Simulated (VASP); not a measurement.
A run of VASP 6.6.1 is set up as follows.

POSCAR

```
MgO
1.0
    2.1021675162      2.1021675162      0.0000000000
   -2.1021675162      2.1021675162      0.0000000000
    0.0000000000      2.1021675162      2.1021675162
Mg O
1 1
Direct
    0.0000000000      0.0000000000      0.0000000000
    0.5000000000      0.5000000000      0.0000000000
```

File INCAR.step1:

```
  PREC = Accurate
  ENCUT = 600
  ISMEAR = 0
  SIGMA = 0.01
  LREAL = False
  LASPH = True
  NELM = 80
  GGA = PE
  ALGO = Normal
  EDIFF = 1E-4
  LWAVE = True
  LCHARG = False
```

The input INCAR.step2:

```
  PREC = Accurate
  ENCUT = 600
  EDIFF = 1E-7
  ISMEAR = 0
  SIGMA = 0.01
  LREAL = False
  LASPH = True
  NELM = 80
  ALGO = Normal
  ISIF = 3
  LWAVE = False
  LCHARG = False
  METAGGA = R2SCAN
  LMIXTAU = True
  IBRION = 2
  NSW = 100
  EDIFFG = -0.002
  PSTRESS = 100.0
  ISTART = 1
```

The input KPOINTS:

```
regular mesh
0
Gamma
  10 10 10
```

Potentials or basis: VASP PAW PBE potentials, release 64 (Mg, O).

Run with:

```sh
$ cat potpaw_PBE.64/Mg/POTCAR potpaw_PBE.64/O/POTCAR > POTCAR
$ cp INCAR.step1 INCAR
$ mpirun -np 1 vasp_std > vasp.out
$ cp INCAR.step2 INCAR
$ mpirun -np 1 vasp_std > vasp.out
```

(1) Estimate the band gap on the k mesh.

(2) Predict the relaxed volume.

(3) Predict the space group after relaxing (to 0.1 Å).

Answers

(1) 6.30 eV.

(2) 8.74 Å³/atom.

(3) Fm-3m (No. 225).

Caveat: the cell is relaxed towards a set pressure, so the run minimises the enthalpy, not the energy; the PAW data sets were made with another functional, which shifts forces and pressure a little.
